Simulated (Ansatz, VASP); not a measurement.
# Two plane-wave programs on CaO

```xyz
2
Lattice="0.1006 2.4023 2.4023 2.4023 0.1006 2.4023 2.4023 2.4023 0.1006" Properties=species:S:1:pos:R:3 pbc="T T T"
Ca    0.0000    0.0000    0.0000
O     2.4526    2.4526    2.4526
```

Change from the starting cell: epitaxial_111 strain -4.0%.

Alike in both runs: task single point; functional PBE; k mesh 10 × 10 × 10; occupations fermi-dirac, width 0.02 eV; no spin polarisation.

```csv
,VASP,Ansatz
version,VASP 6.6.1,Ansatz 0.2.0
potentials or method,"VASP PAW PBE potentials, release 64 (Ca_sv, O)","plane waves, PAW"
plane-wave cutoff (eV),520,420
valence electrons in the cell,16,16
```

|  | VASP | Ansatz | Ansatz less VASP |
| --- | --- | --- | --- |
| gap on the k mesh at the Fermi level (eV) | 3.49 | 3.52 | +0.023 |
| pressure (GPa) | 10.8 | 10.0 | -0.80 |
| traceless stress, the component that is largest in VASP (GPa) | -3.62 | -3.65 | -0.030 |
